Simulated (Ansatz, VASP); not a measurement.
**CdF2 in VASP and in Ansatz**

```
CELL_PARAMETERS angstrom
0.00000 2.60294 2.76432
2.60294 0.00000 2.76432
2.60294 2.60294 0.00000
ATOMIC_POSITIONS crystal
Cd 0.00000 0.00000 0.00000
F 0.25000 0.25000 0.25000
F 0.75000 0.75000 0.75000
```

Alike in both runs: task single point; functional PBEsol; k mesh 8 × 8 × 8; occupations gaussian, width 0.05 eV; no spin polarisation.

|  | VASP | Ansatz |
| --- | --- | --- |
| version | VASP 6.6.1 | Ansatz 0.2.0 |
| potentials or method | VASP PAW PBE potentials, release 64 (Cd, F), cutoff 520 eV | scalar-relativistic, plane waves, PAW |
| valence electrons in the cell | 26 | 34 |

|  | VASP | Ansatz | Ansatz less VASP |
| --- | --- | --- | --- |
| gap on the k mesh at the Fermi level (eV) | 2.95 | 2.99 | +0.035 |
| least direct gap on the mesh (eV) | 3.34 | 3.37 | +0.034 |
| pressure (GPa) | 5.8 | 4.8 | -1.02 |
| traceless stress, the component that is largest in VASP (GPa) | -4.46 | -4.55 | -0.091 |

VASP's potentials were made for PBE, not for PBEsol. VASP's potentials hold 26 valence electrons a cell and Ansatz's 34, so a difference there can come from the potentials and not from the codes.
